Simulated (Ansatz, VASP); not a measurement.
## TePb: VASP beside Ansatz

File INCAR:

```
PREC = Accurate
ENCUT = 600
EDIFF = 1E-6
ISMEAR = -1
SIGMA = 0.05
LREAL = False
LASPH = True
NELM = 100
ALGO = Normal
ISIF = 3
LWAVE = False
LCHARG = False
GGA = PE
IBRION = 2
NSW = 60
EDIFFG = -0.005
```

The input KPOINTS:

```
regular mesh
0
Gamma
  11 11 11
```

Contents of POSCAR:

```
TePb
1.0
    0.0000000000      3.0853790180      3.0853790180
    3.0853790180      0.0000000000      3.0853790180
    3.0853790180      3.0853790180      0.0000000000
Pb Te
1 1
Direct
    0.0000000000      0.0000000000      0.0000000000
    0.5000000000      0.5000000000      0.5000000000
```

Input for Ansatz:

```yaml
crystal:
  lattice:
    - [0.0, 3.085379018, 3.085379018]
    - [3.085379018, 0.0, 3.085379018]
    - [3.085379018, 3.085379018, 0.0]
  atoms:
    - { symbol: Pb, position: [0.0, 0.0, 0.0] }
    - { symbol: Te, position: [0.5, 0.5, 0.5] }
kpoints:
  mp_grid: { grid: [11, 11, 11] }
scf:
  occupations: { method: fermi_dirac, width: 0.05 }
hamiltonian:
  xc: pbe
  pseudopotentials: { kind: paw }
output:
  forces: true
  stress: true
relax:
  f_tol: 0.005
  max_steps: 40
  cell: {}
```

Alike in both runs: task relaxation of cell and atoms; functional PBE; k mesh 11 × 11 × 11; occupations fermi-dirac, width 0.05 eV; no spin polarisation.

|  | VASP | Ansatz |
| --- | --- | --- |
| version | VASP 6.6.1 | Ansatz 0.2.0 |
| potentials or method | VASP PAW PBE potentials, release 64 (Pb_d, Te) | PAW with Ansatz's default frozen-core files, scalar-relativistic |
| plane-wave cutoff (eV) | 600 | 420 |
| valence electrons in the cell | 20 | 30 |

|  | VASP | Ansatz | Ansatz less VASP |
| --- | --- | --- | --- |
| relaxed volume (Å³/atom) | 35.39 | 35.40 | +0.016 |
| relaxed cell length with the largest relative difference (Å) | 4.643 | 4.644 | +0.0007 |

VASP's potentials hold 20 valence electrons a cell and Ansatz's 30, so a difference there can come from the potentials and not from the codes.

Neither program's run includes spin-orbit coupling. Noted on VASP's run: the volume moved by over 15 % at a fixed basis, so the end points are rough.
